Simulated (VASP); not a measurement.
Wanted: the native input for a VASP 6.6.1 run.

| Item | Value |
| --- | --- |
| Task | single point |
| Functional | PBEsol |
| Potentials or basis | VASP PAW PBE potentials, release 64 (Hf_pv, B) |
| Cutoff | 520 eV |
| k mesh | 12 × 12 × 9 |
| Occupations | fermi-dirac, width 0.1 eV |
| Spin | no spin polarisation |
| Dipole correction | no |
| Further INCAR settings | ALGO = Normal; EDIFF = 1e-06; NBANDS = 15 |

The structure of HfB2 lies in POSCAR:

```
HfB2
1.0
    3.1269569359      0.0000000000      0.0000000000
   -1.5634784679      2.7080241430      0.0000000000
    0.0000000000      0.0000000000      3.4485780529
Hf B
1 2
Direct
    0.0000000000      0.0000000000      0.0000000000
    0.3333333333      0.6666666667      0.5000000000
    0.6666666667      0.3333333333      0.5000000000
```

One way to write it, as run:

INCAR

```
ALGO = Normal
EDIFF = 1E-6
ENCUT = 520
GGA = PS
ISIF = 2
ISMEAR = -1
LASPH = T
LCHARG = F
LREAL = F
LWAVE = F
NBANDS = 15
NELM = 80
PREC = Accurate
SIGMA = 0.1
```

KPOINTS

```
k-points
0
Gamma
  12 12 9
```

Potentials or basis: VASP PAW PBE potentials, release 64 (Hf_pv, B).

Launch:

```bash
$ cat potpaw_PBE.64/Hf_pv/POTCAR potpaw_PBE.64/B/POTCAR > POTCAR
$ mpirun -np 1 vasp_std > vasp.out
```

It gave:

```yaml
Pressure: -0.1 GPa
Band_gap_on_the_k_mesh: zero (band 8 reaches 8.43 eV, above the bottom of band 9 at 7.12 eV)
```

Caveat: the PAW data sets were made with another functional, which shifts forces and pressure a little; spin-orbit coupling is left out, which moves the levels of the heavy elements.

Run time: 20 s on 1 thread of Intel Xeon 6975P-C, with other jobs on the host, peak memory 0.17 GiB.
